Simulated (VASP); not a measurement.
# C in VASP: single point with LDA

Aim: the single point of C with LDA.

Everything below comes from runs of VASP 6.6.1. Logs are shortened: lines on timing, memory, paths and dates and some standing lists are left out, and cuts for length are marked.

## 1. The cell of the first run

The cell holds a slab with vacuum, 2 atoms: a = 2.445 Å, b = 2.445 Å, c = 20.763 Å, α = 90.00°, β = 90.00°, γ = 120.00°.

## 2. Single point, LDA

INCAR

```
  ALGO = Normal
  DIPOL = 0.5 0.5 0.684
  EDIFF = 1E-6
  ENCUT = 520
  GGA_COMPAT = F
  IDIPOL = 3
  ISIF = 2
  ISMEAR = 0
  LASPH = T
  LCHARG = F
  LDIPOL = T
  LREAL = F
  LWAVE = F
  NBANDS = 11
  NELM = 120
  NELMDL = -8
  PREC = Accurate
  SIGMA = 0.04
```

KPOINTS

```
k-points
0
Gamma
  15 15 1
```

POSCAR

```
C
1.0
    2.4447261156      0.0000000000      0.0000000000
   -1.2223630578      2.1171949214      0.0000000000
    0.0000000000      0.0000000000     20.7625352582
C
2
Direct
    1.0000000000      0.0000000000      0.6837885942
    0.3333333333      0.6666666667      0.6837188928
```

Potentials or basis: VASP PAW LDA potentials, release 64 (C).

Started as:

```sh
$ cat potpaw_LDA.64/C/POTCAR > POTCAR
$ mpirun -np 1 vasp_std > vasp.out
```

OUTCAR:

```text
EDIFF = 1E-6
   ENCUT = 520
   ISIF = 2
   ISMEAR = 0
   LASPH = T
   LREAL = F
   NELM = 120
   NELMDL = -8
   PREC = Accurate

 ion  position               nearest neighbor table
   1  0.000  0.000  0.684-   2 1.41   2 1.41   2 1.41
   2  0.333  0.667  0.684-   1 1.41   1 1.41   1 1.41

  LATTYP: Found a hexagonal cell.
 ALAT       =     2.4447261156
 C/A-ratio  =     8.4927858077

  Lattice vectors:

 A1 = (   2.4447261156,   0.0000000000,   0.0000000000)
 A2 = (  -1.2223630578,   2.1171949214,   0.0000000000)
 A3 = (   0.0000000000,   0.0000000000,  20.7625352582)

Analysis of symmetry for initial positions (statically):
=====================================================================
 Subroutine PRICEL returns:
 Original cell was already a primitive cell.

 Routine SETGRP: Setting up the symmetry group for a
 hexagonal supercell.

 Subroutine GETGRP returns: Found 12 space group operations
 (whereof  6 operations were pure point group operations)
 out of a pool of 24 trial point group operations.

The static configuration has the point symmetry C_3v.
 The point group associated with its full space group is D_3d.

Analysis of symmetry for dynamics (positions and initial velocities):
=====================================================================
 Subroutine PRICEL returns:
 Original cell was already a primitive cell.

 Routine SETGRP: Setting up the symmetry group for a
 hexagonal supercell.

 Subroutine GETGRP returns: Found 12 space group operations
 (whereof  6 operations were pure point group operations)
 out of a pool of 24 trial point group operations.

The dynamic configuration has the point symmetry C_3v.
 The point group associated with its full space group is D_3d.

 Subroutine INISYM returns: Found 12 space group operations
 (whereof  6 operations are pure point group operations),
 and found     1 'primitive' translations

----------------------------------------------------------------------------------------

                                     Primitive cell

  volume of cell :     107.4661

  direct lattice vectors                    reciprocal lattice vectors
     2.444726116  0.000000000  0.000000000     0.409043775  0.236161534  0.000000000
    -1.222363058  2.117194921  0.000000000     0.000000000  0.472323068  0.000000000
     0.000000000  0.000000000 20.762535258     0.000000000  0.000000000  0.048163675

  length of vectors
     2.444726116  2.444726116 20.762535258     0.472323068  0.472323068  0.048163675

  position of ions in fractional coordinates (direct lattice)
     0.000000000  0.000000000  0.683788594
     0.333333333  0.666666667  0.683718893

  ion indices of the primitive-cell ions
   primitive index   ion index
                 1           1
                 2           2

----------------------------------------------------------------------------------------

 KPOINTS: k-points

Automatic generation of k-mesh.
 Grid dimensions read from file:
 generate k-points for:   15   15    1

 Generating k-lattice:

  Cartesian coordinates                     Fractional coordinates (reciprocal lattice)
     0.027269585  0.015744102  0.000000000     0.066666667  0.000000000  0.000000000
     0.000000000  0.031488205  0.000000000     0.000000000  0.066666667  0.000000000
     0.000000000  0.000000000  0.048163675     0.000000000  0.000000000  1.000000000

  Length of vectors
     0.031488205  0.031488205  0.048163675

  Shift w.r.t. Gamma in fractional coordinates (k-lattice)
     0.000000000  0.000000000  0.000000000

 Subroutine IBZKPT returns following result:
 ===========================================

 Found     27 irreducible k-points:

 Following reciprocal coordinates:
            Coordinates               Weight
  0.000000  0.000000  0.000000      1.000000
  0.066667  0.000000  0.000000      6.000000
  0.133333 -0.000000  0.000000      6.000000
  0.200000  0.000000  0.000000      6.000000
  0.266667 -0.000000  0.000000      6.000000
  0.333333  0.000000  0.000000      6.000000
[... 16 lines left out ...]
  0.333333  0.200000  0.000000     12.000000
  0.400000  0.200000  0.000000      6.000000
 [... further k-points ...]
   k-points           NKPTS =     27   k-points in BZ     NKDIM =     27   number of bands    NBANDS=     11
   number of dos      NEDOS =    301   number of ions     NIONS =      2
   total plane-waves  NPLWV =  51840
   dimension x,y,z NGX =    18 NGY =   18 NGZ =  160
   dimension x,y,z NGXF=    36 NGYF=   36 NGZF=  320
   ions per type =               2
   NGX,Y,Z   is equivalent  to a cutoff of  12.24, 12.24, 12.81 a.u.
   NGXF,Y,Z  is equivalent  to a cutoff of  24.48, 24.48, 25.62 a.u.
 SYSTEM =  unknown system
   PREC   = accura    normal or accurate (medium, high low for compatibility)
   ISTART =      0    job   : 0-new  1-cont  2-samecut
   ICHARG =      2    charge: 1-file 2-atom 10-const
   ISPIN  =      1    spin polarized calculation?
   LNONCOLLINEAR =      F non collinear calculations
   LSORBIT =      F    spin-orbit coupling
   LASPH  =      T    aspherical Exc in radial PAW
   ENCUT  =  520.0 eV  38.22 Ry    6.18 a.u.   4.55  4.55 38.60*2*pi/ulx,y,z
   NELM   =    120;   NELMIN=  2; NELMDL= -8     # of ELM steps
   EDIFF  = 0.1E-05   stopping-criterion for ELM
   LREAL  =      F    real-space projection
   EDIFFG = 0.1E-04   stopping-criterion for IOM
   NSW    =      0    number of steps for IOM
   IBRION =     -1    ionic relax: 0-MD 1-quasi-New 2-CG
   NFREE  =      0    steps in history (QN), initial steepest desc. (CG)
   ISIF   =      2    stress and relaxation
   ISYM   =      2    0-nonsym 1-usesym 2-fastsym
   POTIM  = 0.5000    time-step for ionic-motion
   TEBEG  =    0.0;   TEEND  =   0.0 temperature during run
   PSTRESS=    0.0 pullay stress
   NELECT =       8.0000    total number of electrons
   NUPDOWN=      -1.0000    fix difference up-down
   EMIN   =  10.00;   EMAX   =-10.00  energy-range for DOS
   EFERMI =   0.00;   METHOD = LEGACY
   ISMEAR =     0;   SIGMA  =   0.04  broadening in eV -4-tet -1-fermi 0-gaus
   EFERMI_NEDOS =   21; number of points for ismear=-14 and -15
   IALGO  =     38    algorithm
   IMIX   =      4    mixing-type and parameters
     AMIX     =   0.40;   BMIX     =  1.00
     AMIX_MAG =   1.60;   BMIX_MAG =  1.00
  volume/ion in A,a.u.               =      53.73       362.61
  Fermi-wavevector in a.u.,A,eV,Ry     =   0.688675  1.301407  6.452880  0.474273
  Thomas-Fermi vector in A             =   1.769543
   LORBIT       =      0    0 simple, 1 ext, 2 COOP (PROOUT), +10 PAW based schemes
   GGA     = CA    functional components
   LHFCALC =     F    Hartree Fock is set to
   AEXX    =    0.0000 exact exchange contribution
   IVDW    =     0    specifies the selected vdW correction
   LEPSILON=     F    determine dielectric tensor
   LRPA    =     F    only Hartree local field effects (RPA)
 non-spin polarized calculation
 Gauss-broadening in eV      SIGMA  =   0.04
  energy-cutoff  :      520.00
  volume of cell :      107.47
 maximum number of plane-waves:      2942
   NGX =  9   NGY =  9   NGZ = 77

 dipolmoment           0.000000      0.000000      0.000001 electrons x Angstroem

 number of electron       7.9999998 magnetization

 dipolmoment           0.000000      0.000000     -0.000010 electrons x Angstroem

 Free energy of the ion-electron system (eV)
  ---------------------------------------------------
  ext. energy  EPLUGINS =         0.00000000
  ---------------------------------------------------
  free energy    TOTEN  =       -20.17285372 eV

  energy without entropy =      -20.17245251  energy(sigma->0) =      -20.17265311

 E-fermi :  -2.9837     XC(G=0):  -2.1709

 val. band max:       -2.9837146697   @ k =   0.3333   0.3333   0.0000
 cond. band min:      -2.9837139090   @ k =   0.3333   0.3333   0.0000
 fundamental gap:      0.0000007608
 Fermi energy:        -2.9837142895

 k-point     1 :       0.0000    0.0000    0.0000
  band No.  band energies     occupation
      1     -22.4898      2.00000
      2     -10.7995      2.00000
      3      -6.0117      2.00000
      4      -6.0117      2.00000
      5       0.3485      0.00000
      6       1.3183      0.00000
      7       1.5196      0.00000
      8       2.4271      0.00000
      9       2.8223      0.00000
     10       4.3388      0.00000
     11       4.9280      0.00000

 k-point     2 :       0.0667    0.0000    0.0000
  band No.  band energies     occupation
      1     -22.3839      2.00000
      2     -10.6712      2.00000
      3      -6.4290      2.00000
      4      -6.2394      2.00000
      5       0.4923      0.00000
      6       1.4648      0.00000
      7       1.6684      0.00000
      8       2.5744      0.00000
      9       2.9694      0.00000
     10       4.4847      0.00000
     11       5.0672      0.00000

 k-point     3 :       0.1333   -0.0000    0.0000
  band No.  band energies     occupation
      1     -22.0667      2.00000
      2     -10.2881      2.00000
      3      -7.5432      2.00000
      4      -6.8157      2.00000
      5       0.9239      0.00000
      6       1.9037      0.00000
      7       2.1150      0.00000
      8       3.0161      0.00000
      9       3.4106      0.00000
     10       4.9214      0.00000
     11       5.4278      0.00000

 k-point     4 :       0.2000    0.0000    0.0000
  band No.  band energies     occupation
      1     -21.5406      2.00000
      2      -9.6573      2.00000
      3      -9.0805      2.00000
      4      -7.5352      2.00000
      5       1.6428      0.00000
      6       2.6317      0.00000
      7       2.8592      0.00000
      8       3.7495      0.00000
      9       4.1448      0.00000
     10       5.4387      0.00000
     11       5.5970      0.00000

 k-point     5 :       0.2667   -0.0000    0.0000
  band No.  band energies     occupation
      1     -20.8094      2.00000
      2     -10.8091      2.00000
      3      -8.7937      2.00000
      4      -8.2345      2.00000
      5       2.6464      0.00000
      6       3.5664      0.00000
      7       3.9008      0.00000
      8       3.9937      0.00000
      9       4.8005      0.00000
     10       5.1116      0.00000
     11       5.3160      0.00000
[... 211 lines left out ...]
 k-point    21 :       0.2000    0.2000    0.0000
  band No.  band energies     occupation
      1     -19.6780      2.00000
      2     -11.8339      2.00000
      3     -10.5354      2.00000
      4      -7.4770      2.00000
      5       2.0062      0.00000
      6       4.2236      0.00000
      7       5.2098      0.00000
      8       5.5387      0.00000
      9       6.3677      0.00000
     10       6.7952      0.00000
     11       7.9584      0.00000

 k-point    22 :       0.2667    0.2000    0.0000
  band No.  band energies     occupation
      1     -18.6707      2.00000
      2     -13.1258      2.00000
      3     -11.3555      2.00000
      4      -6.3552      2.00000
      5       0.4999      0.00000
      6       5.6384      0.00000
      7       6.5533      0.00000
      8       7.0265      0.00000
      9       7.7686      0.00000
     10       8.1905      0.00000
     11       8.3567      0.00000

 k-point    23 :       0.3333    0.2000    0.0000
  band No.  band energies     occupation
      1     -17.5047      2.00000
      2     -14.5827      2.00000
      3     -11.7711      2.00000
      4      -5.1855      2.00000
      5      -0.9248      0.00000
      6       7.2979      0.00000
      7       7.8182      0.00000
      8       8.1837      0.00000
      9       8.8123      0.00000
     10       9.2534      0.00000
     11      10.0174      0.00000

 k-point    24 :       0.4000    0.2000    0.0000
  band No.  band energies     occupation
      1     -16.5034      2.00000
      2     -15.6971      2.00000
      3     -11.9001      2.00000
      4      -4.5132      2.00000
      5      -1.6872      0.00000
      6       8.1167      0.00000
      7       8.2424      0.00000
      8       9.0681      0.00000
      9       9.2315      0.00000
     10      10.5374      0.00000
     11      10.8865      0.00000

 [... further k-points ...]

------------------------ aborting loop because EDIFF is reached ----------------------------------------

 vacuum level on the upper side and lower side of the slab       (xc-potential included)        -0.270        -0.270

  FORCE on cell =-STRESS in cart. coord.  units (eV):
  Direction    XX          YY          ZZ          XY          YZ          ZX
  --------------------------------------------------------------------------------------
  -------------------------------------------------------------------------------------
  Total        0.1384677      0.1384677     -0.0143282      0.0000000      0.0000000     -0.0000000
  in kB        2.0643709      2.0643709     -0.2136149      0.0000000      0.0000000     -0.0000000
  external PRESSURE =       1.3050423 kB  Pullay stress =       0.0000000 kB

 VOLUME and BASIS-vectors are now :
 -----------------------------------------------------------------------------
  energy-cutoff  :      520.00
  volume of cell :      107.47
      direct lattice vectors                 reciprocal lattice vectors
     2.444726116  0.000000000  0.000000000     0.409043775  0.236161534  0.000000000
    -1.222363058  2.117194921  0.000000000     0.000000000  0.472323068  0.000000000
     0.000000000  0.000000000 20.762535258     0.000000000  0.000000000  0.048163675

 POSITION                                       TOTAL-FORCE (eV/Angst)
 -----------------------------------------------------------------------------------
      0.00000      0.00000     14.19718         0.000000      0.000000     -0.025599
     -0.00000      1.41146     14.19574        -0.000000     -0.000000      0.025599
 -----------------------------------------------------------------------------------
    total drift:                                0.000000      0.000000     -0.000151

  FREE ENERGIE OF THE ION-ELECTRON SYSTEM (eV)
  ---------------------------------------------------
  free  energy   TOTEN  =       -20.1728537153 eV

  energy  without entropy=      -20.1724525139  energy(sigma->0) =      -20.17265311

 vacuum level on the upper side and lower side of the slab         1.267         1.265
```

Wall time 38 s (1 thread of Intel Xeon Platinum 8375C at 2.90GHz (Ice Lake), shared host); peak memory 0.18 GiB.

Results:

| Quantity | Value |
| --- | --- |
| Free energy | -20.1729 eV |
| Largest force | 0.026 eV/Å |
| Band gap on the k mesh | zero (filled and empty bands touch) |

Forces in eV/Å, atoms in the order of the input:
```
C    0.000  0.000 -0.026
C    0.000  0.000  0.026
```

Levels at points of the mesh, in eV from the Fermi level:
```csv
k point,band 1,band 2,band 3,band 4,band 5,band 6,band 7,band 8
"(0.00, 0.00, 0.00)",-19.51,-7.82,-3.03,-3.03,3.33,4.30,4.50,5.41
```
